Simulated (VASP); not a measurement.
# Al2Cu (Pm) in VASP: notebook, part 2 of 2

VASP 6.6.1. Earlier steps stand in the parts before.

**4. Single point, PBE (atoms displaced along a vibrational mode)**

File INCAR:

```
PREC = Accurate
ENCUT = 520
EDIFF = 1E-7
ISMEAR = 0
SIGMA = 0.15
LREAL = F
LASPH = T
NELM = 100
ALGO = Fast
ISIF = 2
LWAVE = F
LCHARG = F
GGA = PE
NBANDS = 16
```

File KPOINTS:

```
regular mesh
0
Gamma
  10 10 14
```

File POSCAR:

```
Al2Cu
1.0
    4.1211626268      0.0000000000      0.0000000000
    0.0000000000      4.1211626268      0.0000000000
    0.0000000000      0.0000000000      2.8847334069
Al Cu
2 1
Direct
    0.5090462006      0.0019538196      0.5000000000
   -0.1184131868      0.4913859260      0.5000000000
    0.0464370620      0.0028279343      0.0000000000
```

Potentials or basis: VASP PAW PBE potentials, release 64 (Al, Cu).

Launch:

```console
$ cat potpaw_PBE.64/Al/POTCAR potpaw_PBE.64/Cu/POTCAR > POTCAR
$ mpirun -np 1 vasp_std > vasp.out
```

OUTCAR:

```text
PREC = Accurate
   ENCUT = 520
   EDIFF = 1E-7
   ISMEAR = 0
   LREAL = F
   LASPH = T
   NELM = 100
   ISIF = 2
   GGA = PE

 ion  position               nearest neighbor table
   1  0.509  0.002  0.500-   3 2.39   3 2.39   2 2.53   2 2.60   3 2.64   3 2.64   2 3.28   2 3.33

   2  0.882  0.491  0.500-   1 2.53   3 2.57   3 2.57   1 2.60   3 2.64   3 2.64   1 3.28   1 3.33

   3  0.046  0.003  0.000-   1 2.39   1 2.39   2 2.57   2 2.57   2 2.64   2 2.64   1 2.64   1 2.64

  LATTYP: Found a simple tetragonal cell.
 ALAT       =     4.1211626268
 C/A-ratio  =     0.6999804832

  Lattice vectors:

 A1 = (   4.1211626268,   0.0000000000,   0.0000000000)
 A2 = (   0.0000000000,   4.1211626268,   0.0000000000)
 A3 = (   0.0000000000,   0.0000000000,   2.8847334069)

Analysis of symmetry for initial positions (statically):
=====================================================================
 Subroutine PRICEL returns:
 Original cell was already a primitive cell.

 Routine SETGRP: Setting up the symmetry group for a
 simple tetragonal supercell.

 Subroutine GETGRP returns: Found  2 space group operations
 (whereof  2 operations were pure point group operations)
 out of a pool of 16 trial point group operations.

The static configuration has the point symmetry C_1h.

Analysis of symmetry for dynamics (positions and initial velocities):
=====================================================================
 Subroutine PRICEL returns:
 Original cell was already a primitive cell.

 Routine SETGRP: Setting up the symmetry group for a
 simple tetragonal supercell.

 Subroutine GETGRP returns: Found  2 space group operations
 (whereof  2 operations were pure point group operations)
 out of a pool of 16 trial point group operations.

The dynamic configuration has the point symmetry C_1h.

 Subroutine INISYM returns: Found  2 space group operations
 (whereof  2 operations are pure point group operations),
 and found     1 'primitive' translations

----------------------------------------------------------------------------------------

                                     Primitive cell

  volume of cell :      48.9943

  direct lattice vectors                    reciprocal lattice vectors
     4.121162627  0.000000000  0.000000000     0.242649973  0.000000000  0.000000000
     0.000000000  4.121162627  0.000000000     0.000000000  0.242649973  0.000000000
     0.000000000  0.000000000  2.884733407     0.000000000  0.000000000  0.346652484

  length of vectors
     4.121162627  4.121162627  2.884733407     0.242649973  0.242649973  0.346652484

  position of ions in fractional coordinates (direct lattice)
     0.509046201  0.001953820  0.500000000
     0.881586813  0.491385926  0.500000000
     0.046437062  0.002827934  0.000000000

  ion indices of the primitive-cell ions
   primitive index   ion index
                 1           1
                 2           2
                 3           3

----------------------------------------------------------------------------------------

 KPOINTS: regular mesh

Automatic generation of k-mesh.
 Grid dimensions read from file:
 generate k-points for:   10   10   14

 Generating k-lattice:

  Cartesian coordinates                     Fractional coordinates (reciprocal lattice)
     0.024264997  0.000000000  0.000000000     0.100000000  0.000000000  0.000000000
     0.000000000  0.024264997  0.000000000     0.000000000  0.100000000  0.000000000
     0.000000000  0.000000000  0.024760892     0.000000000  0.000000000  0.071428571

  Length of vectors
     0.024264997  0.024264997  0.024760892

  Shift w.r.t. Gamma in fractional coordinates (k-lattice)
     0.000000000  0.000000000  0.000000000

 Subroutine IBZKPT returns following result:
 ===========================================

 Found    416 irreducible k-points:

 Following reciprocal coordinates:
            Coordinates               Weight
  0.000000  0.000000  0.000000      1.000000
  0.100000  0.000000  0.000000      2.000000
  0.000000  0.100000  0.000000      2.000000
  0.200000  0.000000  0.000000      2.000000
  0.000000  0.200000  0.000000      2.000000
  0.300000  0.000000  0.000000      2.000000
[... 16 lines left out ...]
 -0.100000  0.400000  0.000000      2.000000
 -0.400000  0.100000  0.000000      2.000000
 [... further k-points ...]
   k-points           NKPTS =    416   k-points in BZ     NKDIM =    416   number of bands    NBANDS=     16
   number of dos      NEDOS =    301   number of ions     NIONS =      3
   total plane-waves  NPLWV =  24576
   dimension x,y,z NGX =    32 NGY =   32 NGZ =   24
   dimension x,y,z NGXF=    64 NGYF=   64 NGZF=   48
   ions per type =               2   1
   NGX,Y,Z   is equivalent  to a cutoff of  12.91, 12.91, 13.83 a.u.
   NGXF,Y,Z  is equivalent  to a cutoff of  25.82, 25.82, 27.66 a.u.
 SYSTEM =  unknown system
   PREC   = accura    normal or accurate (medium, high low for compatibility)
   ISTART =      0    job   : 0-new  1-cont  2-samecut
   ICHARG =      2    charge: 1-file 2-atom 10-const
   ISPIN  =      1    spin polarized calculation?
   LNONCOLLINEAR =      F non collinear calculations
   LSORBIT =      F    spin-orbit coupling
   LASPH  =      T    aspherical Exc in radial PAW
   ENCUT  =  520.0 eV  38.22 Ry    6.18 a.u.   7.66  7.66  5.36*2*pi/ulx,y,z
   NELM   =    100;   NELMIN=  2; NELMDL= -5     # of ELM steps
   EDIFF  = 0.1E-06   stopping-criterion for ELM
   LREAL  =      F    real-space projection
   EDIFFG = 0.1E-05   stopping-criterion for IOM
   NSW    =      0    number of steps for IOM
   IBRION =     -1    ionic relax: 0-MD 1-quasi-New 2-CG
   NFREE  =      0    steps in history (QN), initial steepest desc. (CG)
   ISIF   =      2    stress and relaxation
   ISYM   =      2    0-nonsym 1-usesym 2-fastsym
   POTIM  = 0.5000    time-step for ionic-motion
   TEBEG  =    0.0;   TEEND  =   0.0 temperature during run
   PSTRESS=    0.0 pullay stress
   NELECT =      17.0000    total number of electrons
   NUPDOWN=      -1.0000    fix difference up-down
   EMIN   =  10.00;   EMAX   =-10.00  energy-range for DOS
   EFERMI =   0.00;   METHOD = LEGACY
   ISMEAR =     0;   SIGMA  =   0.15  broadening in eV -4-tet -1-fermi 0-gaus
   EFERMI_NEDOS =   21; number of points for ismear=-14 and -15
   IALGO  =     68    algorithm
   IMIX   =      4    mixing-type and parameters
     AMIX     =   0.40;   BMIX     =  1.00
     AMIX_MAG =   1.60;   BMIX_MAG =  1.00
  volume/ion in A,a.u.               =      16.33       110.21
  Fermi-wavevector in a.u.,A,eV,Ry     =   1.150384  2.173910 18.005716  1.323383
  Thomas-Fermi vector in A             =   2.287048
   LORBIT       =      0    0 simple, 1 ext, 2 COOP (PROOUT), +10 PAW based schemes
   GGA     = PE    functional components
   LHFCALC =     F    Hartree Fock is set to
   AEXX    =    0.0000 exact exchange contribution
   IVDW    =     0    specifies the selected vdW correction
   LEPSILON=     F    determine dielectric tensor
   LRPA    =     F    only Hartree local field effects (RPA)
 non-spin polarized calculation
 RMM-DIIS sequential band-by-band and
 Gauss-broadening in eV      SIGMA  =   0.15
  energy-cutoff  :      520.00
  volume of cell :       48.99
 maximum number of plane-waves:      1339
   NGX = 15   NGY = 15   NGZ = 11

 number of electron      16.9999985 magnetization

 Free energy of the ion-electron system (eV)
  ---------------------------------------------------
  ext. energy  EPLUGINS =         0.00000000
  ---------------------------------------------------
  free energy    TOTEN  =       -10.93018719 eV

  energy without entropy =      -10.91720753  energy(sigma->0) =      -10.92369736

 E-fermi :   6.9584     XC(G=0): -10.3571

 val. band max:        6.9484423111   @ k =   0.1000   0.2000   0.5000
 cond. band min:       6.9629716468   @ k =   0.3000   0.2000   0.2857
 fundamental gap:      0.0145293357
 Fermi energy:         6.9583687123

 k-point     1 :       0.0000    0.0000    0.0000
  band No.  band energies     occupation
      1      -3.4221      2.00000
      2       1.9275      2.00000
      3       2.3219      2.00000
      4       2.9140      2.00000
      5       3.1381      2.00000
      6       3.3027      2.00000
[... 433 lines left out ...]
      3       2.3354      2.00000
      4       2.6434      2.00000
      5       2.9011      2.00000
      6       3.1081      2.00000
[... 8 lines left out ...]
     15      16.7100      0.00000
     16      18.6967      0.00000

 [... further k-points ...]

------------------------ aborting loop because EDIFF is reached ----------------------------------------

  FORCE on cell =-STRESS in cart. coord.  units (eV):
  Direction    XX          YY          ZZ          XY          YZ          ZX
  --------------------------------------------------------------------------------------
  -------------------------------------------------------------------------------------
  Total        2.1227800      1.2844615     -0.0405513      0.2674347      0.0000000      0.0000000
  in kB       69.4177265     42.0035964     -1.3260813      8.7454700      0.0000000      0.0000000
  external PRESSURE =      36.6984139 kB  Pullay stress =       0.0000000 kB

 VOLUME and BASIS-vectors are now :
 -----------------------------------------------------------------------------
  energy-cutoff  :      520.00
  volume of cell :       48.99
      direct lattice vectors                 reciprocal lattice vectors
     4.121162627  0.000000000  0.000000000     0.242649973  0.000000000  0.000000000
     0.000000000  4.121162627  0.000000000     0.000000000  0.242649973  0.000000000
     0.000000000  0.000000000  2.884733407     0.000000000  0.000000000  0.346652484

 POSITION                                       TOTAL-FORCE (eV/Angst)
 -----------------------------------------------------------------------------------
      2.09786      0.00805      1.44237        -0.218860     -0.239990      0.000000
      3.63316      2.02508      1.44237         1.249679      0.444479      0.000000
      0.19137      0.01165      0.00000        -1.030819     -0.204489      0.000000
 -----------------------------------------------------------------------------------
    total drift:                                0.000265      0.000817      0.000010

  FREE ENERGIE OF THE ION-ELECTRON SYSTEM (eV)
  ---------------------------------------------------
  free  energy   TOTEN  =       -10.9301871891 eV

  energy  without entropy=      -10.9172075334  energy(sigma->0) =      -10.92369736
```

Run time: 2 min. Hardware: 1 thread of Intel Xeon 6975P-C (Granite Rapids), shared host; peak memory 0.41 GiB.

What came out:

```yaml
Free_energy: -10.9302 eV
Pressure: 3.7 GPa
Largest_force: 1.326 eV/Å
Band_gap_on_the_k_mesh: zero (an odd number of electrons rules out a gap without spin polarisation)
```

Forces in eV/Å, atoms in the order of the input:
```
Al  -0.219 -0.240  0.000
Al   1.250  0.444  0.000
Cu  -1.031 -0.204  0.000
```

Caveat: the cell differs from its parent crystal (atoms displaced along a vibrational mode); the cell stands under pressure; forces of over 1 eV/Å act on the atoms, so gaps and moduli don't describe the material at rest.

**5. The runs side by side**

| cell | further INCAR settings | gap on the mesh (eV) | pressure (GPa) | largest force (eV/Å) |
| --- | --- | --- | --- | --- |
| as given, atomic positions A | ALGO = Fast; EDIFF = 1e-06; NBANDS = 16 | none | 4.0 | 1.55 |
| as given, atomic positions B | ALGO = Fast; EDIFF = 1e-06; NBANDS = 16 | none | 1.4 | 0.97 |
| as given, atomic positions C | ALGO = Fast; EDIFF = 1e-07; NBANDS = 16 | none | 3.7 | 1.33 |

Alike in all rows: task single point; level PBE; potentials or basis VASP PAW PBE potentials, release 64 (Al, Cu); no spin polarisation; k mesh 10 × 10 × 14; cutoff (eV) 520; smearing gaussian 0.15 eV.

Caveats: the cell stands under pressure (at least some runs); forces of over 1 eV/Å act on the atoms, so gaps and moduli don't describe the material at rest (at least some runs).

Absolute energies hang on the potentials; compare differences alone.
